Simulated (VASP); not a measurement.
Al2O3:

```
Al O
1.0
     2.88433    0.00000    0.00000
    -1.44216    2.49790    0.00000
     0.00000    0.00000    9.33675
Al O
2 3
Direct
  0.00000 0.00000 0.14999
  0.00000 0.00000 0.85001
  0.33333 0.66667 0.22232
  0.66667 0.33333 0.00000
  0.33333 0.66667 0.77768
```

- Program: VASP 6.6.1
- Task: relaxation of volume and atoms at fixed shape
- Functional: LDA
- Potentials or basis: VASP PAW LDA potentials, release 64 (Al, O)
- Cutoff: 600 eV
- k mesh: 12 × 12 × 2
- Occupations: methfessel-paxton, width 0.1 eV
- Spin: no spin polarisation

At the start: pressure -6.6 GPa; volume 13.45 Å³/atom.

Question: How do energy, volume and symmetry change on relaxing?

Answer: Over 12 steps the energy falls by 13.1 meV/atom and the volume is 12.85 Å³/atom (-4.5 %); space group P-6m2 (No. 187, to 0.1 Å) before and after.

Step by step:
| step | energy change (eV) | largest force (eV/Å) | pressure (GPa) | volume (Å³) |
| --- | --- | --- | --- | --- |
| 1 | 0.0000 | 0.5022 | -6.61 | 67.27 |
| 2 | 0.0129 | 1.0029 | 7.77 | 62.01 |
| 3 | -0.0616 | 0.3213 | -0.35 | 64.68 |
| 4 | -0.0638 | 0.2353 | 0.07 | 64.24 |
| 5 | -0.0654 | 0.0153 | -0.09 | 64.41 |
| 6 | -0.0654 | 0.0223 | 0.03 | 64.35 |
| 7 | -0.0654 | 0.0272 | 0.10 | 64.31 |
| 8 | -0.0654 | 0.0221 | 0.09 | 64.30 |
| 9 | -0.0655 | 0.0100 | 0.07 | 64.27 |
| 10 | -0.0654 | 0.0238 | 0.02 | 64.20 |
| 11 | -0.0655 | 0.0143 | 0.06 | 64.25 |
| 12 | -0.0655 | 0.0024 | 0.01 | 64.27 |

Final structure:
```
CELL_PARAMETERS angstrom
2.84076 0.00000 0.00000
-1.42038 2.46017 0.00000
0.00000 0.00000 9.19575
ATOMIC_POSITIONS crystal
Al 0.00000 0.00000 0.14939
Al 0.00000 0.00000 0.85061
O 0.33333 0.66667 0.22203
O 0.66667 0.33333 0.00000
O 0.33333 0.66667 0.77797
```
